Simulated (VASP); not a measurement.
# Ti in VASP: single point with PBE

Aim: the single point of Ti with PBE.

Everything below comes from runs of VASP 6.6.1. Logs are shortened: lines on timing, memory, paths and dates and some standing lists are left out, and cuts for length are marked.

### Step 1. The cell of the first run

The cell holds a slab with vacuum, 6 atoms: a = 2.938 Å, b = 4.650 Å, c = 19.937 Å, α = 90.00°, β = 90.00°, γ = 90.00°.

### Step 2. Single point, PBE

The input, INCAR:

```
  PREC = Accurate
  ENCUT = 520
  EDIFF = 1E-6
  ISMEAR = 0
  SIGMA = 0.1
  LREAL = False
  LASPH = True
  NELM = 80
  ALGO = Normal
  ISIF = 2
  LWAVE = False
  LCHARG = False
  LDIPOL = True
  IDIPOL = 3
  DIPOL = 0.5 0.5 0.498
  GGA = PE
  NBANDS = 45
```

The input, KPOINTS:

```
regular mesh
0
Gamma
  10 6 1
```

The input, POSCAR:

```
Ti
1.0
    2.9381632083      0.0000000000      0.0000000000
    0.0000000000      4.6504654183      0.0000000000
    0.0000000000      0.0000000000     19.9372226174
Ti
6
Direct
    0.0000000000      0.7500000000      0.3511020634
    0.5000000000      0.2500000000      0.3936443310
    0.5000000000      0.7500000000      0.4787288662
    0.0000000000      0.2500000000      0.5199867417
    0.0000000000      0.7500000000      0.6010561401
    0.5000000000      0.2500000000      0.6412239242
```

Potentials or basis: VASP PAW PBE potentials, release 64 (Ti_sv).

Command:

```console
$ cat potpaw_PBE.64/Ti_sv/POTCAR > POTCAR
$ mpirun -np 1 vasp_std > vasp.out
```

OUTCAR:

```text
PREC = Accurate
   ENCUT = 520
   EDIFF = 1E-6
   ISMEAR = 0
   LREAL = False
   LASPH = True
   NELM = 80
   ISIF = 2
   GGA = PE

 ion  position               nearest neighbor table
   1  0.000  0.750  0.351-   2 2.88   2 2.88   2 2.88   2 2.88
   2  0.500  0.250  0.394-   1 2.88   1 2.88   1 2.88   1 2.88   3 2.88   3 2.88   4 2.92   4 2.92

   3  0.500  0.750  0.479-   5 2.85   5 2.85   4 2.87   4 2.87   4 2.87   4 2.87   2 2.88   2 2.88

   4  0.000  0.250  0.520-   6 2.83   6 2.83   5 2.83   5 2.83   3 2.87   3 2.87   3 2.87   3 2.87
                             2 2.92   2 2.92
   5  0.000  0.750  0.601-   4 2.83   4 2.83   3 2.85   3 2.85   6 2.86   6 2.86   6 2.86   6 2.86

   6  0.500  0.250  0.641-   4 2.83   4 2.83   5 2.86   5 2.86   5 2.86   5 2.86

  LATTYP: Found a simple orthorhombic cell.
 ALAT       =     2.9381632083
 B/A-ratio  =     1.5827798147
 C/A-ratio  =     6.7856076072

  Lattice vectors:

 A1 = (   2.9381632083,   0.0000000000,   0.0000000000)
 A2 = (   0.0000000000,   4.6504654183,   0.0000000000)
 A3 = (   0.0000000000,   0.0000000000,  19.9372226174)

Analysis of symmetry for initial positions (statically):
=====================================================================
 Subroutine PRICEL returns:
 Original cell was already a primitive cell.

 Routine SETGRP: Setting up the symmetry group for a
 simple orthorhombic supercell.

 Subroutine GETGRP returns: Found  4 space group operations
 (whereof  2 operations were pure point group operations)
 out of a pool of  8 trial point group operations.

The static configuration has the point symmetry C_1h.
 The point group associated with its full space group is C_2v.

Analysis of symmetry for dynamics (positions and initial velocities):
=====================================================================
 Subroutine PRICEL returns:
 Original cell was already a primitive cell.

 Routine SETGRP: Setting up the symmetry group for a
 simple orthorhombic supercell.

 Subroutine GETGRP returns: Found  4 space group operations
 (whereof  2 operations were pure point group operations)
 out of a pool of  8 trial point group operations.

The dynamic configuration has the point symmetry C_1h.
 The point group associated with its full space group is C_2v.

 Subroutine INISYM returns: Found  4 space group operations
 (whereof  2 operations are pure point group operations),
 and found     1 'primitive' translations

----------------------------------------------------------------------------------------

                                     Primitive cell

  volume of cell :     272.4187

  direct lattice vectors                    reciprocal lattice vectors
     2.938163208  0.000000000  0.000000000     0.340348690  0.000000000  0.000000000
     0.000000000  4.650465418  0.000000000     0.000000000  0.215032241  0.000000000
     0.000000000  0.000000000 19.937222617     0.000000000  0.000000000  0.050157438

  length of vectors
     2.938163208  4.650465418 19.937222617     0.340348690  0.215032241  0.050157438

  position of ions in fractional coordinates (direct lattice)
     0.000000000  0.750000000  0.351102063
     0.500000000  0.250000000  0.393644331
     0.500000000  0.750000000  0.478728866
     0.000000000  0.250000000  0.519986742
     0.000000000  0.750000000  0.601056140
     0.500000000  0.250000000  0.641223924

  ion indices of the primitive-cell ions
   primitive index   ion index
                 1           1
                 2           2
                 3           3
                 4           4
                 5           5
                 6           6

----------------------------------------------------------------------------------------

 KPOINTS: regular mesh

Automatic generation of k-mesh.
 Grid dimensions read from file:
 generate k-points for:   10    6    1

 Generating k-lattice:

  Cartesian coordinates                     Fractional coordinates (reciprocal lattice)
     0.034034869  0.000000000  0.000000000     0.100000000  0.000000000  0.000000000
     0.000000000  0.035838707  0.000000000     0.000000000  0.166666667  0.000000000
     0.000000000  0.000000000  0.050157438     0.000000000  0.000000000  1.000000000

  Length of vectors
     0.034034869  0.035838707  0.050157438

  Shift w.r.t. Gamma in fractional coordinates (k-lattice)
     0.000000000  0.000000000  0.000000000

 Subroutine IBZKPT returns following result:
 ===========================================

 Found     24 irreducible k-points:

 Following reciprocal coordinates:
            Coordinates               Weight
  0.000000  0.000000  0.000000      1.000000
  0.100000  0.000000  0.000000      2.000000
  0.200000  0.000000  0.000000      2.000000
  0.300000  0.000000  0.000000      2.000000
  0.400000  0.000000  0.000000      2.000000
  0.500000  0.000000  0.000000      1.000000
[... 16 lines left out ...]
  0.400000  0.500000  0.000000      2.000000
  0.500000  0.500000  0.000000      1.000000
   k-points           NKPTS =     24   k-points in BZ     NKDIM =     24   number of bands    NBANDS=     45
   number of dos      NEDOS =    301   number of ions     NIONS =      6
   total plane-waves  NPLWV = 129600
   dimension x,y,z NGX =    24 NGY =   36 NGZ =  150
   dimension x,y,z NGXF=    48 NGYF=   72 NGZF=  300
   ions per type =               6
   NGX,Y,Z   is equivalent  to a cutoff of  13.58, 12.87, 12.51 a.u.
   NGXF,Y,Z  is equivalent  to a cutoff of  27.16, 25.74, 25.02 a.u.
 SYSTEM =  unknown system
   PREC   = accura    normal or accurate (medium, high low for compatibility)
   ISTART =      0    job   : 0-new  1-cont  2-samecut
   ICHARG =      2    charge: 1-file 2-atom 10-const
   ISPIN  =      1    spin polarized calculation?
   LNONCOLLINEAR =      F non collinear calculations
   LSORBIT =      F    spin-orbit coupling
   LASPH  =      T    aspherical Exc in radial PAW
   ENCUT  =  520.0 eV  38.22 Ry    6.18 a.u.   5.46  8.65 37.07*2*pi/ulx,y,z
   NELM   =     80;   NELMIN=  2; NELMDL= -5     # of ELM steps
   EDIFF  = 0.1E-05   stopping-criterion for ELM
   LREAL  =      F    real-space projection
   EDIFFG = 0.1E-04   stopping-criterion for IOM
   NSW    =      0    number of steps for IOM
   IBRION =     -1    ionic relax: 0-MD 1-quasi-New 2-CG
   NFREE  =      0    steps in history (QN), initial steepest desc. (CG)
   ISIF   =      2    stress and relaxation
   ISYM   =      2    0-nonsym 1-usesym 2-fastsym
   POTIM  = 0.5000    time-step for ionic-motion
   TEBEG  =    0.0;   TEEND  =   0.0 temperature during run
   PSTRESS=    0.0 pullay stress
   NELECT =      72.0000    total number of electrons
   NUPDOWN=      -1.0000    fix difference up-down
   EMIN   =  10.00;   EMAX   =-10.00  energy-range for DOS
   EFERMI =   0.00;   METHOD = LEGACY
   ISMEAR =     0;   SIGMA  =   0.10  broadening in eV -4-tet -1-fermi 0-gaus
   EFERMI_NEDOS =   21; number of points for ismear=-14 and -15
   IALGO  =     38    algorithm
   IMIX   =      4    mixing-type and parameters
     AMIX     =   0.40;   BMIX     =  1.00
     AMIX_MAG =   1.60;   BMIX_MAG =  1.00
  volume/ion in A,a.u.               =      45.40       306.40
  Fermi-wavevector in a.u.,A,eV,Ry     =   1.050606  1.985358 15.017751  1.103774
  Thomas-Fermi vector in A             =   2.185616
   LORBIT       =      0    0 simple, 1 ext, 2 COOP (PROOUT), +10 PAW based schemes
   GGA     = PE    functional components
   LHFCALC =     F    Hartree Fock is set to
   AEXX    =    0.0000 exact exchange contribution
   IVDW    =     0    specifies the selected vdW correction
   LEPSILON=     F    determine dielectric tensor
   LRPA    =     F    only Hartree local field effects (RPA)
 non-spin polarized calculation
 Gauss-broadening in eV      SIGMA  =   0.10
  energy-cutoff  :      520.00
  volume of cell :      272.42
 maximum number of plane-waves:      7377
 NGX is ok and might be reduce to    24
   NGX = 11   NGY = 17   NGZ = 75

 dipolmoment           0.000000      0.000000     -0.293146 electrons x Angstroem

 number of electron      72.0000013 magnetization

 dipolmoment           0.000000      0.000000      0.009916 electrons x Angstroem

 Free energy of the ion-electron system (eV)
  ---------------------------------------------------
  ext. energy  EPLUGINS =         0.00000000
  ---------------------------------------------------
  free energy    TOTEN  =       -43.60215420 eV

  energy without entropy =      -43.54698909  energy(sigma->0) =      -43.57457165

 E-fermi :   0.9711     XC(G=0):  -5.4255

 val. band max:        0.9511369278   @ k =   0.2000   0.3333   0.0000
 cond. band min:       0.9728963133   @ k =   0.0000   0.5000   0.0000
 fundamental gap:      0.0217593854
 Fermi energy:         0.9710616252

 k-point     1 :       0.0000    0.0000    0.0000
  band No.  band energies     occupation
      1     -56.0848      2.00000
      2     -56.0170      2.00000
      3     -55.8695      2.00000
      4     -55.7930      2.00000
      5     -55.7495      2.00000
      6     -55.7330      2.00000
[... 37 lines left out ...]
     44       2.0754      0.00000
     45       2.1006      0.00000

 k-point     2 :       0.1000    0.0000    0.0000
  band No.  band energies     occupation
      1     -56.0807      2.00000
      2     -56.0123      2.00000
      3     -55.8645      2.00000
      4     -55.7900      2.00000
      5     -55.7489      2.00000
      6     -55.7302      2.00000
[... 37 lines left out ...]
     44       2.0813      0.00000
     45       2.1702      0.00000

 k-point     3 :       0.2000    0.0000    0.0000
  band No.  band energies     occupation
      1     -56.0697      2.00000
      2     -56.0001      2.00000
      3     -55.8510      2.00000
      4     -55.7820      2.00000
      5     -55.7480      2.00000
      6     -55.7227      2.00000
[... 37 lines left out ...]
     44       2.0433      0.00000
     45       2.1756      0.00000

 k-point     4 :       0.3000    0.0000    0.0000
  band No.  band energies     occupation
      1     -56.0560      2.00000
      2     -55.9849      2.00000
      3     -55.8327      2.00000
      4     -55.7721      2.00000
      5     -55.7489      2.00000
      6     -55.7132      2.00000
[... 901 lines left out ...]
     44       1.7859      0.00000
     45       2.3992      0.00000

 k-point    23 :       0.4000    0.5000    0.0000
  band No.  band energies     occupation
      1     -56.0441      2.00000
      2     -55.9714      2.00000
      3     -55.7978      2.00000
      4     -55.7765      2.00000
      5     -55.7361      2.00000
      6     -55.7285      2.00000
[... 37 lines left out ...]
     44       2.3274      0.00000
     45       2.4212      0.00000

 k-point    24 :       0.5000    0.5000    0.0000
  band No.  band energies     occupation
      1     -56.0406      2.00000
      2     -55.9677      2.00000
      3     -55.7936      2.00000
      4     -55.7721      2.00000
      5     -55.7339      2.00000
      6     -55.7260      2.00000
[... 37 lines left out ...]
     44       2.3782      0.00000
     45       2.7095      0.00000

------------------------ aborting loop because EDIFF is reached ----------------------------------------

 vacuum level on the upper side and lower side of the slab       (xc-potential included)        -0.192        -0.319

  FORCE on cell =-STRESS in cart. coord.  units (eV):
  Direction    XX          YY          ZZ          XY          YZ          ZX
  --------------------------------------------------------------------------------------
  -------------------------------------------------------------------------------------
  Total       -2.9148311     -2.6441306     -1.0976457      0.0000000      0.0000000      0.0000000
  in kB      -17.1430064    -15.5509347     -6.4555876      0.0000000      0.0000000      0.0000000
  external PRESSURE =     -13.0498429 kB  Pullay stress =       0.0000000 kB

 VOLUME and BASIS-vectors are now :
 -----------------------------------------------------------------------------
  energy-cutoff  :      520.00
  volume of cell :      272.42
      direct lattice vectors                 reciprocal lattice vectors
     2.938163208  0.000000000  0.000000000     0.340348690  0.000000000  0.000000000
     0.000000000  4.650465418  0.000000000     0.000000000  0.215032241  0.000000000
     0.000000000  0.000000000 19.937222617     0.000000000  0.000000000  0.050157438

 POSITION                                       TOTAL-FORCE (eV/Angst)
 -----------------------------------------------------------------------------------
      0.00000      3.48785      7.00000         0.000000      0.000000      0.339615
      1.46908      1.16262      7.84817         0.000000      0.000000      0.082392
      1.46908      3.48785      9.54452         0.000000      0.000000     -0.397672
      0.00000      1.16262     10.36709         0.000000      0.000000     -0.008460
      0.00000      3.48785     11.98339         0.000000      0.000000      0.000836
      1.46908      1.16262     12.78422         0.000000      0.000000     -0.016711
 -----------------------------------------------------------------------------------
    total drift:                                0.000000      0.000000      0.000521

  FREE ENERGIE OF THE ION-ELECTRON SYSTEM (eV)
  ---------------------------------------------------
  free  energy   TOTEN  =       -43.6021541999 eV

  energy  without entropy=      -43.5469890904  energy(sigma->0) =      -43.57457165

 vacuum level on the upper side and lower side of the slab         4.631         4.502
```

Wall time 5.9 min (1 thread of Intel Xeon 6975P-C (Granite Rapids), shared host); peak memory 0.47 GiB.

What came out:

```
Free energy            : -43.6022 eV
Largest force          : 0.398 eV/Å
Band gap on the k mesh : zero (band 36 reaches 1.20 eV, above the bottom of band 37 at 0.84 eV)
```

Forces on the atoms (eV/Å):
```
Ti   0.000  0.000  0.340
Ti   0.000  0.000  0.082
Ti   0.000  0.000 -0.398
Ti   0.000  0.000 -0.008
Ti   0.000  0.000  0.001
Ti   0.000  0.000 -0.017
```
